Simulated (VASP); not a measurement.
Write the native input for VASP 6.6.1 that does the following.

* Task: single point
* Functional: PBEsol
* Potentials or basis: VASP PAW PBE potentials, release 64 (Fe, Co)
* Cutoff: 520 eV
* k mesh: 10 × 10 × 14
* Occupations: gaussian, width 0.1 eV
* Spin: no spin polarisation
* Dipole correction: no
* Further INCAR settings: ALGO = Fast; EDIFF = 1e-06; NBANDS = 24

The structure of Fe3Co lies in POSCAR:

```
Fe3Co
1.0
    4.1534610540      0.0000000000      0.0000000000
    0.0000000000      4.1534610540      0.0000000000
    0.0000000000      0.0000000000      2.9189838194
Fe Co
3 1
Direct
    0.5000000000      0.5000000000      0.0000000000
    0.5000000000      0.0000000000      0.5000000000
    0.0000000000      0.5000000000      0.5000000000
    0.0000000000      0.0000000000      0.0000000000
```

One way to write it, as run:

INCAR

```
SYSTEM = Fe3Co
PREC = Accurate ; ENCUT = 520
EDIFF = 1E-6 ; ISMEAR = 0
SIGMA = 0.1 ; LREAL = .FALSE.
LASPH = .TRUE. ; NELM = 80
ALGO = Fast ; ISIF = 2
LWAVE = .FALSE. ; LCHARG = .TRUE.
GGA = PS ; LELF = .TRUE.
LVHAR = .TRUE. ; NBANDS = 24
```

KPOINTS

```
regular mesh
0
G
  10 10 14
  0 0 0
```

Potentials or basis: VASP PAW PBE potentials, release 64 (Fe, Co).

Run with:

```console
$ cat potpaw_PBE.64/Fe/POTCAR potpaw_PBE.64/Co/POTCAR > POTCAR
$ mpirun -np 1 vasp_std > vasp.out
```

Results of the run:

```
Pressure : -38.6 GPa
```

Caveat: the PAW data sets were made with another functional, which shifts forces and pressure a little; the run has no spin polarisation, though such a crystal can be magnetic.

It took 78 s on 1 thread of Intel(R) Xeon(R) 6975P-C (Granite Rapids), on a shared host, peak memory 0.3 GiB.
